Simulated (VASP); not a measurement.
## Al: relaxation of cell and atoms with PBE

The system is Al.

```
Al
1.0
     0.00000    2.02481    2.02481
     2.02481    0.00000    2.02481
     2.02481    2.02481    0.00000
Al
1
Direct
  0.00000 0.00000 0.00000
```

| Quantity | Value |
| --- | --- |
| Program | VASP 6.6.1 |
| Task | relaxation of cell and atoms |
| Functional | PBE |
| Potentials or basis | VASP PAW PBE potentials, release 64 (Al) |
| Cutoff | 600 eV |
| k mesh | 10 × 10 × 10 |
| Occupations | fermi-dirac, width 0.1 eV |
| Spin | no spin polarisation |
| Dipole correction | no |
| Further INCAR settings | ALGO = Normal; EDIFF = 1e-06; IBRION = 2; EDIFFG = -0.03; NSW = 80; ISIF = 3 |

```
Relaxed volume                         : 16.49 Å³/atom
Relaxed cell                           : a = 2.857 Å, b = 2.857 Å, c = 2.857 Å, α = 60.00°, β = 60.00°, γ = 60.00°
Space group after relaxing (to 0.05 Å) : Fm-3m (No. 225)
Energy gained by relaxing              : 0.2 meV/atom
Ionic steps                            : 2
Pressure after relaxing                : 0.0 GPa
```

Step by step:
| step | energy change (eV) | largest force (eV/Å) | pressure (GPa) | volume (Å³) |
| --- | --- | --- | --- | --- |
| 1 | 0.0000 | 0.0000 | -0.47 | 16.60 |
| 2 | -0.0002 | 0.0000 | 0.05 | 16.49 |

Final structure:
```xyz
1
Lattice="0.0000 2.0200 2.0200 2.0200 0.0000 2.0200 2.0200 2.0200 0.0000" Properties=species:S:1:pos:R:3 pbc="T T T"
Al    4.0400    2.0200    2.0200
```

Levels at points of the mesh, in eV from the Fermi level:
```tsv
k point	band 1	band 2	band 3	band 4	band 5
(0.00, 0.00, 0.00)	-11.26	12.51	12.51	12.51	14.01
(0.50, 0.00, 0.00)	-4.71	-4.50	11.30	11.30	11.35
(0.50, 0.50, 0.00)	-3.04	-1.72	5.14	5.48	5.48
```

Run time: 2.6 s on 1 thread of Intel(R) Xeon(R) 6975P-C (Granite Rapids), with other jobs on the host, peak memory 0.13 GiB.
